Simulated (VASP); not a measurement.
Set up this calculation in VASP 6.6.1, as the native input.

```
Task                   : single point
Functional             : PBEsol
Potentials or basis    : VASP PAW PBE potentials, release 64 (Hf_pv)
Cutoff                 : 520 eV
k mesh                 : 18 × 18 × 18
Occupations            : gaussian, width 0.15 eV
Spin                   : no spin polarisation
Dipole correction      : no
Further INCAR settings : ALGO = Fast; EDIFF = 1e-06; NBANDS = 11
```

The structure of Hf lies in POSCAR:

```
Hf
1.0
   -1.8591500000      1.8591500000      1.8591500000
    1.8591500000     -1.8591500000      1.8591500000
    1.8591500000      1.8591500000     -1.8591500000
Hf
1
Direct
    0.0000000000      0.0000000000      0.0000000000
```

This cell differs from its parent crystal: strain +0.030 along x and y, +0.030 along z.

One way to write it, as run:

INCAR

```
SYSTEM = Hf
PREC = Accurate
ENCUT = 520
EDIFF = 1E-6
ISMEAR = 0
SIGMA = 0.15
LREAL = .False.
LASPH = .True.
NELM = 60
ALGO = Fast
ISIF = 2
LWAVE = .False.
LCHARG = .False.
GGA = PS
NBANDS = 11
```

KPOINTS

```
regular mesh
0
Gamma
  18 18 18
  0 0 0
```

Potentials or basis: VASP PAW PBE potentials, release 64 (Hf_pv).

Launch:

```bash
$ cat potpaw_PBE.64/Hf_pv/POTCAR > POTCAR
$ mpirun -np 1 vasp_std > vasp.out
```

Results of the run:

| Quantity | Value |
| --- | --- |
| Pressure | -14.9 GPa |
| Band gap on the k mesh | zero (band 5 reaches 4.92 eV, above the bottom of band 6 at 2.89 eV) |

Caveat: the cell differs from its parent crystal (strain +0.030 along x and y, +0.030 along z); the PAW data sets were made with another functional, which shifts forces and pressure a little; spin-orbit coupling is left out, which moves the levels of the heavy elements.

It took 32 s on 1 thread of AMD EPYC 9R45 96-Core Processor (Zen 5), on a shared host, peak memory 0.15 GiB.
